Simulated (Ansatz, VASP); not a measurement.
**Two plane-wave programs on ZrS**

INCAR

```
PREC = Accurate
ENCUT = 520
EDIFF = 1E-6
ISMEAR = 0
SIGMA = 0.15
LREAL = False
LASPH = True
NELM = 100
ALGO = Normal
ISIF = 2
LWAVE = False
LCHARG = False
GGA = CA
NBANDS = 16
```

KPOINTS

```
Automatic mesh
0
Gamma
  16 16 16
```

POSCAR

```
ZrS
1.0
    0.0000000000      2.6250000000      2.6250000000
    2.6250000000      0.0000000000      2.6250000000
    2.6250000000      2.6250000000      0.0000000000
Zr S
1 1
Direct
    0.0000000000      0.0000000000      0.0000000000
    0.5000000000      0.5000000000      0.5000000000
```

Input for Ansatz:

```yaml
crystal:
  lattice:
    - [0.0, 2.625, 2.625]
    - [2.625, 0.0, 2.625]
    - [2.625, 2.625, 0.0]
  atoms:
    - { symbol: Zr, position: [0.0, 0.0, 0.0] }
    - { symbol: S, position: [0.5, 0.5, 0.5] }
basis:
  ecutwfc: 420
kpoints:
  mp_grid: { grid: [16, 16, 16] }
hamiltonian:
  xc: lda
scf:
  occupations: { method: gaussian, width: 0.15 }
output:
  forces: true
  stress: true
  eigenvalues: true
```

Alike in both runs: task single point; functional LDA; k mesh 16 × 16 × 16; occupations gaussian, width 0.15 eV; no spin polarisation.

```csv
,VASP,Ansatz
version,VASP 6.6.1,Ansatz 0.2.0
potentials or method,"VASP PAW LDA potentials, release 64 (Zr_sv, S), cutoff 520 eV","scalar-relativistic, plane waves, PAW"
valence electrons in the cell,18,18
```

```csv
,VASP,Ansatz,Ansatz less VASP
gap on the k mesh at the Fermi level (eV),none,none,-
pressure (GPa),-8.9,-9.1,-0.23
```

LDA's correlation is that of Perdew and Zunger in VASP and of Perdew and Wang (1992) in Ansatz. A gap of «none» marks a metal or a gap that the smearing closes.
